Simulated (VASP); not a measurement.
Input of a VASP 6.6.1 run:

File INCAR:

```
SYSTEM = W
  ALGO = Normal
  EDIFF = 1E-7
  ENCUT = 520
  GGA = PE
  ISIF = 2
  ISMEAR = 0
  ISYM = 0
  LASPH = .TRUE.
  LCHARG = .FALSE.
  LREAL = .FALSE.
  LWAVE = .FALSE.
  NBANDS = 13
  NELM = 100
  PREC = Accurate
  SIGMA = 0.1
```

KPOINTS

```
k-points
0
G
  12 12 15
  0 0 0
```

Contents of POSCAR:

```
W
1.0
    2.8545944811      0.0000000000      0.0000000000
   -1.4272972405      2.4721513381      0.0000000000
    1.4272972405      0.8240504460      2.3307666337
W
1
Direct
    0.0000000000      0.0000000000      0.0000000000
```

Potentials or basis: VASP PAW PBE potentials, release 64 (W_sv).

Run with:

```sh
$ cat potpaw_PBE.64/W_sv/POTCAR > POTCAR
$ mpirun -np 1 vasp_std > vasp.out
```

Task: Estimate the pressure.

Result: 0.1 GPa.

Task: What does it give for the band gap on the k mesh?

Result: Zero (bands 7 and 8 overlap by 3.58 eV).

Caveat: spin-orbit coupling is left out, which moves the levels of the heavy elements.
